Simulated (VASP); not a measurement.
Crystal: Fe.

```xyz
1
Lattice="-1.4640 1.4640 1.4640 1.4640 -1.4640 1.4640 1.4640 1.4640 -1.4640" Properties=species:S:1:pos:R:3 pbc="T T T"
Fe    0.0000    0.0000    0.0000
```

Base run:

- Program: VASP 6.6.1
- Functional: r2SCAN
- Potentials or basis: VASP PAW PBE potentials, release 64 (Fe)
- Cutoff: 520 eV
- k mesh: 14 × 14 × 14
- Occupations: fermi-dirac, width 0.1 eV
- Spin: collinear spin, ferromagnetic start
- Starting moments: [3.7] μB
- Fixed moment: 3.7 μB

Its results: pressure 20.1 GPa; site moments Fe +3.62 μB.

Task: The run is repeated on the same cell with these changes: fixed moment from 3.7 μB to 3.08 μB; moments at the start from [3.7] to [3.08]. What comes out?

Result: Pressure -0.3 GPa; site moments Fe +3.12 μB.

Caveats: the PAW data sets were made with another functional, which shifts forces and pressure a little; the total moment is fixed, so each spin has its own Fermi level.
